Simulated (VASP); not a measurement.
Crystal: Nb.

```
CELL_PARAMETERS angstrom
-1.66395 1.66395 1.66395
1.66395 -1.66395 1.66395
1.66395 1.66395 -1.66395
ATOMIC_POSITIONS crystal
Nb 0.00000 0.00000 0.00000
```

```yaml
Program: VASP 6.6.1
Task: relaxation of cell and atoms
Functional: HSE06
Potentials_or_basis: VASP PAW PBE potentials, release 64 (Nb_sv)
Cutoff: 500 eV
k_mesh: 6 × 6 × 6
Occupations: fermi-dirac, width 0.05 eV
Spin: no spin polarisation
```

At the start: pressure -9.5 GPa; volume 18.43 Å³/atom.

Task: How do energy, volume and symmetry change on relaxing?

Result: Over 7 steps the energy falls by 32.5 meV/atom and the volume is 17.39 Å³/atom (-5.7 %); space group Im-3m (No. 229, to 0.1 Å) before and after.

Step by step:
| step | energy change (eV) | largest force (eV/Å) | pressure (GPa) | volume (Å³) |
| --- | --- | --- | --- | --- |
| 1 | 0.0000 | 0.0000 | -9.54 | 18.43 |
| 2 | 0.0853 | 0.0000 | 22.88 | 15.65 |
| 3 | -0.0323 | 0.0000 | -0.55 | 17.44 |
| 4 | -0.0325 | 0.0000 | -0.10 | 17.40 |
| 5 | -0.0325 | 0.0000 | 0.11 | 17.38 |
| 6 | -0.0325 | 0.0000 | -0.11 | 17.40 |
| 7 | -0.0325 | 0.0000 | 0.00 | 17.39 |

Final structure:
```
CELL_PARAMETERS angstrom
-1.63195 1.63195 1.63195
1.63195 -1.63195 1.63195
1.63195 1.63195 -1.63195
ATOMIC_POSITIONS crystal
Nb 0.00000 0.00000 0.00000
```

Caveat: the k points lie up to 0.45 Å⁻¹ apart in the final cell, too coarse for converged energies and pressures of a metal; the PAW data sets were made with another functional, which shifts forces and pressure a little.
